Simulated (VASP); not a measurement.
# WC (P-6m2) in VASP: further runs

WC is run at these levels: PBE; tasks: single point.

Program: VASP 6.6.1. These are calculated values, not measurements. Logs are shortened: lines on timing, memory, paths and dates and some standing lists are left out, and cuts for length are marked.

## Step 1: The cell of the first run

It takes space group P-6m2 (No. 187, hexagonal). Conventional cell: a = 3.133 Å, b = 3.133 Å, c = 2.942 Å, α = 90.00°, β = 90.00°, γ = 120.00°. W (site symmetry -6m2) has 6 C at 2.33 Å and 2 W at 2.94 Å within 3.1 Å. Within 3.1 Å of C (site symmetry -6m2) lie 6 W at 2.33 Å and 2 C at 2.94 Å.

## Step 2: Single point, PBE (strain +0.080 along x and y, +0.040 along z)

Contents of INCAR:

```
PREC = Accurate ; ENCUT = 520
EDIFF = 1E-6 ; ISMEAR = 0
SIGMA = 0.15 ; LREAL = F
LASPH = T ; NELM = 60
ALGO = Normal ; ISIF = 2
LWAVE = F ; LCHARG = T
GGA = PE ; LELF = T
LVHAR = T ; NBANDS = 16
```

Contents of KPOINTS:

```
regular mesh
0
Gamma
  18 18 16
```

Contents of POSCAR:

```
WC
1.0
    3.1325415509      0.0000000000      0.0000000000
   -1.5662707754      2.7128605615      0.0000000000
    0.0000000000      0.0000000000      2.9421600000
W C
1 1
Direct
    0.0000000000      0.0000000000      0.0000000000
    0.6666666667      0.3333333333      0.5000000000
```

Potentials or basis: VASP PAW PBE potentials, release 64 (W_sv, C).

Run with:

```
> cat potpaw_PBE.64/W_sv/POTCAR potpaw_PBE.64/C/POTCAR > POTCAR
> mpirun -np 1 vasp_std > vasp.out
```

OUTCAR:

```text
PREC = Accurate
   ENCUT = 520
   EDIFF = 1E-6
   ISMEAR = 0
   LREAL = F
   LASPH = T
   NELM = 60
   ISIF = 2
   GGA = PE

 ion  position               nearest neighbor table
   1  0.000  0.000  0.000-   2 2.33   2 2.33   2 2.33   2 2.33   2 2.33   2 2.33
   2  0.667  0.333  0.500-   1 2.33   1 2.33   1 2.33   1 2.33   1 2.33   1 2.33

  LATTYP: Found a hexagonal cell.
 ALAT       =     3.1325415509
 C/A-ratio  =     0.9392245728

  Lattice vectors:

 A1 = (   3.1325415509,   0.0000000000,   0.0000000000)
 A2 = (  -1.5662707754,   2.7128605615,   0.0000000000)
 A3 = (   0.0000000000,   0.0000000000,   2.9421600000)

Analysis of symmetry for initial positions (statically):
=====================================================================
 Subroutine PRICEL returns:
 Original cell was already a primitive cell.

 Routine SETGRP: Setting up the symmetry group for a
 hexagonal supercell.

 Subroutine GETGRP returns: Found 12 space group operations
 (whereof 12 operations were pure point group operations)
 out of a pool of 24 trial point group operations.

The static configuration has the point symmetry D_3h.

Analysis of symmetry for dynamics (positions and initial velocities):
=====================================================================
 Subroutine PRICEL returns:
 Original cell was already a primitive cell.

 Routine SETGRP: Setting up the symmetry group for a
 hexagonal supercell.

 Subroutine GETGRP returns: Found 12 space group operations
 (whereof 12 operations were pure point group operations)
 out of a pool of 24 trial point group operations.

The dynamic configuration has the point symmetry D_3h.

 Subroutine INISYM returns: Found 12 space group operations
 (whereof 12 operations are pure point group operations),
 and found     1 'primitive' translations

----------------------------------------------------------------------------------------

                                     Primitive cell

  volume of cell :      25.0029

  direct lattice vectors                    reciprocal lattice vectors
     3.132541551  0.000000000  0.000000000     0.319229604  0.184307298  0.000000000
    -1.566270775  2.712860561  0.000000000     0.000000000  0.368614596  0.000000000
     0.000000000  0.000000000  2.942160000     0.000000000  0.000000000  0.339886342

  length of vectors
     3.132541551  3.132541551  2.942160000     0.368614596  0.368614596  0.339886342

  position of ions in fractional coordinates (direct lattice)
     0.000000000  0.000000000  0.000000000
     0.666666667  0.333333333  0.500000000

  ion indices of the primitive-cell ions
   primitive index   ion index
                 1           1
                 2           2

----------------------------------------------------------------------------------------

 KPOINTS: regular mesh

Automatic generation of k-mesh.
 Grid dimensions read from file:
 generate k-points for:   18   18   16

 Generating k-lattice:

  Cartesian coordinates                     Fractional coordinates (reciprocal lattice)
     0.017734978  0.010239294  0.000000000     0.055555556  0.000000000  0.000000000
     0.000000000  0.020478589  0.000000000     0.000000000  0.055555556  0.000000000
     0.000000000  0.000000000  0.021242896     0.000000000  0.000000000  0.062500000

  Length of vectors
     0.020478589  0.020478589  0.021242896

  Shift w.r.t. Gamma in fractional coordinates (k-lattice)
     0.000000000  0.000000000  0.000000000

 Subroutine IBZKPT returns following result:
 ===========================================

 Found    333 irreducible k-points:

 Following reciprocal coordinates:
            Coordinates               Weight
  0.000000  0.000000  0.000000      1.000000
  0.055556  0.000000  0.000000      6.000000
  0.111111  0.000000  0.000000      6.000000
  0.166667 -0.000000  0.000000      6.000000
  0.222222 -0.000000  0.000000      6.000000
  0.277778  0.000000  0.000000      6.000000
[... 16 lines left out ...]
  0.333333  0.111111  0.000000     12.000000
  0.388889  0.111111  0.000000     12.000000
 [... further k-points ...]
   k-points           NKPTS =    333   k-points in BZ     NKDIM =    333   number of bands    NBANDS=     16
   number of dos      NEDOS =    301   number of ions     NIONS =      2
   total plane-waves  NPLWV =  13824
   dimension x,y,z NGX =    24 NGY =   24 NGZ =   24
   dimension x,y,z NGXF=    48 NGYF=   48 NGZF=   48
   ions per type =               1   1
   NGX,Y,Z   is equivalent  to a cutoff of  12.74, 12.74, 13.56 a.u.
   NGXF,Y,Z  is equivalent  to a cutoff of  25.47, 25.47, 27.12 a.u.
 SYSTEM =  unknown system
   PREC   = accura    normal or accurate (medium, high low for compatibility)
   ISTART =      0    job   : 0-new  1-cont  2-samecut
   ICHARG =      2    charge: 1-file 2-atom 10-const
   ISPIN  =      1    spin polarized calculation?
   LNONCOLLINEAR =      F non collinear calculations
   LSORBIT =      F    spin-orbit coupling
   LASPH  =      T    aspherical Exc in radial PAW
   ENCUT  =  520.0 eV  38.22 Ry    6.18 a.u.   5.82  5.82  5.47*2*pi/ulx,y,z
   NELM   =     60;   NELMIN=  2; NELMDL= -5     # of ELM steps
   EDIFF  = 0.1E-05   stopping-criterion for ELM
   LREAL  =      F    real-space projection
   EDIFFG = 0.1E-04   stopping-criterion for IOM
   NSW    =      0    number of steps for IOM
   IBRION =     -1    ionic relax: 0-MD 1-quasi-New 2-CG
   NFREE  =      0    steps in history (QN), initial steepest desc. (CG)
   ISIF   =      2    stress and relaxation
   ISYM   =      2    0-nonsym 1-usesym 2-fastsym
   POTIM  = 0.5000    time-step for ionic-motion
   TEBEG  =    0.0;   TEEND  =   0.0 temperature during run
   PSTRESS=    0.0 pullay stress
   NELECT =      18.0000    total number of electrons
   NUPDOWN=      -1.0000    fix difference up-down
   EMIN   =  10.00;   EMAX   =-10.00  energy-range for DOS
   EFERMI =   0.00;   METHOD = LEGACY
   ISMEAR =     0;   SIGMA  =   0.15  broadening in eV -4-tet -1-fermi 0-gaus
   EFERMI_NEDOS =   21; number of points for ismear=-14 and -15
   IALGO  =     38    algorithm
   IMIX   =      4    mixing-type and parameters
     AMIX     =   0.40;   BMIX     =  1.00
     AMIX_MAG =   1.60;   BMIX_MAG =  1.00
  volume/ion in A,a.u.               =      12.50        84.36
  Fermi-wavevector in a.u.,A,eV,Ry     =   1.467243  2.772688 29.290661  2.152803
  Thomas-Fermi vector in A             =   2.582884
   LORBIT       =      0    0 simple, 1 ext, 2 COOP (PROOUT), +10 PAW based schemes
   GGA     = PE    functional components
   LHFCALC =     F    Hartree Fock is set to
   AEXX    =    0.0000 exact exchange contribution
   IVDW    =     0    specifies the selected vdW correction
   LEPSILON=     F    determine dielectric tensor
   LRPA    =     F    only Hartree local field effects (RPA)
 non-spin polarized calculation
 Gauss-broadening in eV      SIGMA  =   0.15
  energy-cutoff  :      520.00
  volume of cell :       25.00
 maximum number of plane-waves:       690
 NGX is ok and might be reduce to    24
   NGX = 11   NGY = 11   NGZ = 11

 number of electron      18.0000001 magnetization

 Free energy of the ion-electron system (eV)
  ---------------------------------------------------
  ext. energy  EPLUGINS =         0.00000000
  ---------------------------------------------------
  free energy    TOTEN  =       -21.80813304 eV

  energy without entropy =      -21.80357924  energy(sigma->0) =      -21.80585614

 E-fermi :   8.6221     XC(G=0): -12.7791

 val. band max:        8.6082730223   @ k =   0.0556   0.0000   0.1250
 cond. band min:       8.6255616350   @ k =   0.2778   0.2778   0.0000
 fundamental gap:      0.0172886127
 Fermi energy:         8.6220987259

 k-point     1 :       0.0000    0.0000    0.0000
  band No.  band energies     occupation
      1     -65.7957      2.00000
      2     -29.7437      2.00000
      3     -29.7437      2.00000
      4     -29.7136      2.00000
      5      -4.4823      2.00000
      6       5.2628      2.00000
[... 8 lines left out ...]
     15      21.6094      0.00000
     16      23.3855      0.00000

 k-point     2 :       0.0556    0.0000    0.0000
  band No.  band energies     occupation
      1     -65.7952      2.00000
      2     -29.7549      2.00000
      3     -29.7463      2.00000
      4     -29.7123      2.00000
      5      -4.4204      2.00000
      6       5.2516      2.00000
[... 8 lines left out ...]
     15      21.4360      0.00000
     16      23.5188      0.00000

 k-point     3 :       0.1111    0.0000    0.0000
  band No.  band energies     occupation
      1     -65.7934      2.00000
      2     -29.7870      2.00000
      3     -29.7539      2.00000
      4     -29.7085      2.00000
      5      -4.2389      2.00000
      6       5.0597      2.00000
[... 8 lines left out ...]
     15      21.1601      0.00000
     16      23.9028      0.00000

 k-point     4 :       0.1667   -0.0000    0.0000
  band No.  band energies     occupation
      1     -65.7908      2.00000
      2     -29.8359      2.00000
      3     -29.7655      2.00000
      4     -29.7026      2.00000
      5      -3.9495      2.00000
      6       4.6256      2.00000
[... 8 lines left out ...]
     15      21.0072      0.00000
     16      24.4925      0.00000
[... 324 lines left out ...]
 k-point    22 :       0.2778    0.1111    0.0000
  band No.  band energies     occupation
      1     -65.7801      2.00000
      2     -30.0150      2.00000
      3     -29.8301      2.00000
      4     -29.6785      2.00000
      5      -2.5517      2.00000
      6       3.1224      2.00000
[... 8 lines left out ...]
     15      21.4128      0.00000
     16      23.1843      0.00000

 k-point    23 :       0.3333    0.1111    0.0000
  band No.  band energies     occupation
      1     -65.7777      2.00000
      2     -30.0556      2.00000
      3     -29.8446      2.00000
      4     -29.6729      2.00000
      5      -2.1483      2.00000
      6       2.7894      2.00000
[... 8 lines left out ...]
     15      20.7836      0.00000
     16      23.4165      0.00000

 k-point    24 :       0.3889    0.1111    0.0000
  band No.  band energies     occupation
      1     -65.7761      2.00000
      2     -30.0820      2.00000
      3     -29.8541      2.00000
      4     -29.6693      2.00000
      5      -1.8549      2.00000
      6       2.5609      2.00000
[... 8 lines left out ...]
     15      20.0443      0.00000
     16      23.8409      0.00000

 [... further k-points ...]

------------------------ aborting loop because EDIFF is reached ----------------------------------------

  FORCE on cell =-STRESS in cart. coord.  units (eV):
  Direction    XX          YY          ZZ          XY          YZ          ZX
  --------------------------------------------------------------------------------------
  -------------------------------------------------------------------------------------
  Total       -7.3718164     -7.3718164     -5.8613999     -0.0000000      0.0000000     -0.0000000
  in kB     -472.3832567   -472.3832567   -375.5963285     -0.0000000      0.0000000     -0.0000000
  external PRESSURE =    -440.1209473 kB  Pullay stress =       0.0000000 kB

 VOLUME and BASIS-vectors are now :
 -----------------------------------------------------------------------------
  energy-cutoff  :      520.00
  volume of cell :       25.00
      direct lattice vectors                 reciprocal lattice vectors
     3.132541551  0.000000000  0.000000000     0.319229604  0.184307298  0.000000000
    -1.566270775  2.712860561  0.000000000     0.000000000  0.368614596  0.000000000
     0.000000000  0.000000000  2.942160000     0.000000000  0.000000000  0.339886342

 POSITION                                       TOTAL-FORCE (eV/Angst)
 -----------------------------------------------------------------------------------
      0.00000      0.00000      0.00000         0.000000     -0.000000      0.000000
      1.56627      0.90429      1.47108        -0.000000      0.000000      0.000000
 -----------------------------------------------------------------------------------
    total drift:                               -0.000000      0.000000      0.000000

  FREE ENERGIE OF THE ION-ELECTRON SYSTEM (eV)
  ---------------------------------------------------
  free  energy   TOTEN  =       -21.8081330383 eV

  energy  without entropy=      -21.8035792388  energy(sigma->0) =      -21.80585614
```

It took 3.7 min on 1 thread of AMD EPYC, shared host; peak memory 0.21 GiB.

What came out:

```
Free energy            : -21.8081 eV
Pressure               : -44.0 GPa
Band gap on the k mesh : zero (band 9 reaches 9.37 eV, above the bottom of band 10 at 8.22 eV)
```

Stress tensor (GPa, compression positive):
```
-47.24   0.00   0.00
  0.00 -47.24   0.00
  0.00   0.00 -37.56
```

Caveat: the cell differs from its parent crystal (strain +0.080 along x and y, +0.040 along z); spin-orbit coupling is left out, which moves the levels of the heavy elements.

[end of part 1 of 2]
